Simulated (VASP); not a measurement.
Here is a VASP 6.6.1 calculation.

The input INCAR:

```
ALGO = Normal
EDIFF = 1E-7
ENCUT = 520
GGA = PS
ISIF = 2
ISMEAR = 0
LASPH = T
LCHARG = F
LREAL = F
LWAVE = F
NBANDS = 15
NELM = 60
PREC = Accurate
SIGMA = 0.02
```

KPOINTS

```
k-points
0
Gamma
  8 8 8
```

POSCAR

```
CaSe
1.0
    0.0000000000      3.0860935600      3.0860935600
    3.0860935600      0.0000000000      3.0860935600
    3.0860935600      3.0860935600      0.0000000000
Ca Se
1 1
Direct
    0.0000000000      0.0000000000      0.0000000000
    0.5000000000      0.5000000000      0.5000000000
```

Potentials or basis: VASP PAW PBE potentials, release 64 (Ca_sv, Se).

Run with:

```sh
$ cat potpaw_PBE.64/Ca_sv/POTCAR potpaw_PBE.64/Se/POTCAR > POTCAR
$ mpirun -np 1 vasp_std > vasp.out
```

Question: What does it give for the band gap on the k mesh?

Answer: 2.19 eV (least direct gap 2.56 eV).

Question: Estimate the pressure.

Answer: -5.7 GPa.

Caveat: the cell differs from its parent crystal (strained); the cell stands under tension; the PAW data sets were made with another functional, which shifts forces and pressure a little. A k mesh can miss the band edges.
